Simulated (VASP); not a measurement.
# GaSb (I-4m2) in VASP: a series of runs, part 2 of 2

VASP 6.6.1. Earlier steps stand in the parts before.

## 4. Electric field gradients, PBE (x and y stretched by +2 %, z held)

The input, INCAR:

```
PREC = Accurate
ENCUT = 520
EDIFF = 1E-8
ISMEAR = -1
SIGMA = 0.08
LREAL = F
LASPH = T
NELM = 100
ALGO = Normal
ISIF = 2
LWAVE = F
LCHARG = F
GGA = PE
LEFG = T
NBANDS = 16
```

The input, KPOINTS:

```
Automatic mesh
0
Gamma
  12 12 12
```

The input, POSCAR:

```
GaSb
1.0
    0.0000000000      3.1201800000      3.0590000000
    3.1201800000      0.0000000000      3.0590000000
    3.1201800000      3.1201800000      0.0000000000
Ga Sb
1 1
Direct
    0.0000000000      0.0000000000      0.0000000000
    0.7500000000      0.7500000000      0.7500000000
```

Potentials or basis: VASP PAW PBE potentials, release 64 (Ga_d, Sb).

Started as:

```bash
$ cat potpaw_PBE.64/Ga_d/POTCAR potpaw_PBE.64/Sb/POTCAR > POTCAR
$ mpirun -np 1 vasp_std > vasp.out
```

OUTCAR:

```text
PREC = Accurate
   ENCUT = 520
   EDIFF = 1E-8
   ISMEAR = -1
   LREAL = F
   LASPH = T
   NELM = 100
   ISIF = 2
   GGA = PE

 ion  position               nearest neighbor table
   1  0.000  0.000  0.000-   2 2.68   2 2.68   2 2.68   2 2.68
   2  0.750  0.750  0.750-   1 2.68   1 2.68   1 2.68   1 2.68

  LATTYP: Found a body centered tetragonal cell.
 ALAT       =     4.4126008730
 C/A-ratio  =     1.3864838847

  Lattice vectors:

 A1 = (   0.0000000000,  -3.1201800000,  -3.0590000000)
 A2 = (   0.0000000000,   3.1201800000,  -3.0590000000)
 A3 = (   3.1201800000,   0.0000000000,   3.0590000000)

Analysis of symmetry for initial positions (statically):
=====================================================================
 Subroutine PRICEL returns:
 Original cell was already a primitive cell.

 Routine SETGRP: Setting up the symmetry group for a
 body centered tetragonal supercell.

[... 643 lines left out ...]
  volume of cell :       59.56
      direct lattice vectors                 reciprocal lattice vectors
     0.000000000  3.120180000  3.059000000    -0.160247165  0.160247165  0.163452109
     3.120180000  0.000000000  3.059000000     0.160247165 -0.160247165  0.163452109
     3.120180000  3.120180000  0.000000000     0.160247165  0.160247165 -0.163452109

 POSITION                                       TOTAL-FORCE (eV/Angst)
 -----------------------------------------------------------------------------------
      0.00000      0.00000      0.00000         0.000000      0.000000      0.000000
      4.68027      4.68027      4.58850        -0.000000     -0.000000     -0.000000
 -----------------------------------------------------------------------------------
    total drift:                                0.000002      0.000002     -0.000005

  FREE ENERGIE OF THE ION-ELECTRON SYSTEM (eV)
  ---------------------------------------------------
  free  energy   TOTEN  =        -7.3708407294 eV

  energy  without entropy=       -7.3698361495  energy(sigma->0) =       -7.37033844

 Electric field gradients (V/A^2)
---------------------------------------------------------------------
 ion       V_xx      V_yy      V_zz      V_xy      V_xz      V_yz
---------------------------------------------------------------------
   1      -1.195    -1.195     2.390    -0.001     0.001     0.001
   2       1.932     1.932    -3.864     0.000    -0.000    -0.000
---------------------------------------------------------------------

 Electric field gradients after diagonalization (V/A^2)
 (convention: |V_zz| > |V_xx| > |V_yy|)
----------------------------------------------------------------------
 ion       V_xx      V_yy      V_zz     asymmetry (V_yy - V_xx)/ V_zz
----------------------------------------------------------------------
   1      -1.196    -1.194     2.390       0.001
   2       1.932     1.932    -3.864       0.000
----------------------------------------------------------------------

           NMR quadrupolar parameters

 Cq : quadrupolar parameter    Cq=e*Q*V_zz/h
 eta: asymmetry parameters     (V_yy - V_xx)/ V_zz
 Q  : nuclear electric quadrupole moment in mb (millibarn)
----------------------------------------------------------------------
 ion       Cq(MHz)       eta       Q (mb)
----------------------------------------------------------------------
   1       0.006       0.001       1.000
   2      -0.009       0.000       1.000
----------------------------------------------------------------------
```

OSZICAR:

```text
N       E                     dE             d eps       ncg     rms          rms(c)
DAV:   1     0.835740876177E+02    0.83574E+02   -0.86188E+03  5256   0.136E+03
DAV:   2    -0.689771328247E+00   -0.84264E+02   -0.81023E+02  6176   0.301E+02
DAV:   3    -0.729658203457E+01   -0.66068E+01   -0.65915E+01  6256   0.661E+01
DAV:   4    -0.741655781376E+01   -0.11998E+00   -0.11996E+00  6568   0.996E+00
DAV:   5    -0.741936978189E+01   -0.28120E-02   -0.28119E-02  6664   0.136E+00    0.302E+00
DAV:   6    -0.738033108977E+01    0.39039E-01   -0.61224E-02  7472   0.377E+00    0.180E+00
DAV:   7    -0.736935890459E+01    0.10972E-01   -0.34533E-02  6136   0.149E+00    0.339E-01
DAV:   8    -0.737030409916E+01   -0.94519E-03   -0.42114E-03  6920   0.729E-01    0.739E-02
DAV:   9    -0.737077641500E+01   -0.47232E-03   -0.62891E-04  6160   0.197E-01    0.305E-02
DAV:  10    -0.737082489258E+01   -0.48478E-04   -0.51187E-05  6848   0.415E-02    0.881E-03
DAV:  11    -0.737083987401E+01   -0.14981E-04   -0.21819E-05  6112   0.321E-02    0.577E-03
DAV:  12    -0.737084090797E+01   -0.10340E-05   -0.17515E-06  6848   0.811E-03    0.143E-03
DAV:  13    -0.737084067706E+01    0.23090E-06   -0.80069E-08  6064   0.293E-03    0.152E-04
DAV:  14    -0.737084071801E+01   -0.40947E-07   -0.13608E-08  6360   0.867E-04    0.447E-05
DAV:  15    -0.737084073098E+01   -0.12969E-07   -0.54045E-10  4456   0.208E-04    0.176E-05
DAV:  16    -0.737084072937E+01    0.16066E-08   -0.11585E-10  3360   0.104E-04
   1 F= -.73708407E+01 E0= -.73703384E+01  d E =-.100458E-02
```

stdout:

```text
POSCAR found type information on POSCAR GaSb
 POSCAR found :  2 types and       2 ions
 scaLAPACK will be used
 LDA part: xc-table for (Slater+PW92), standard interpolation
 POSCAR, INCAR and KPOINTS ok, starting setup
 FFT: planning ... GRIDC
 FFT: planning ... GRID_SOFT
 FFT: planning ... GRID
 WAVECAR not read
 entering main loop
ion   1

ion   2
```

Run time: 4 min. Hardware: 1 thread of AMD EPYC 7R43 (Zen 3), shared host; peak memory 0.26 GiB.

Results:

| Property | Result |
| --- | --- |
| Free energy | -7.3708 eV |
| Pressure | 0.4 GPa |
| Band gap on the k mesh | 0.11 eV |
| Largest electric field gradient by atom | Ga +2.4; Sb -3.9 V/Å² |

Stress tensor (GPa, compression positive):
```
0.13 0.00 0.00
0.00 0.13 0.00
0.00 0.00 0.92
```

Electric field gradients, principal values (V/Å²):
| atom | least | middle | greatest (by size) |
| --- | --- | --- | --- |
| 1 Ga | -1.194 | -1.196 | 2.390 |
| 2 Sb | 1.932 | 1.932 | -3.864 |

Caveat: the cell differs from its parent crystal (x and y stretched by +2 %, z held); the smearing spreads over this small gap; semilocal functionals underestimate gaps, and a narrow one can read as zero; without QUAD_EFG the Cq values of the log hold for a quadrupole moment of 1 mb, not for the nuclei; spin-orbit coupling is left out, which moves the levels of the heavy elements.
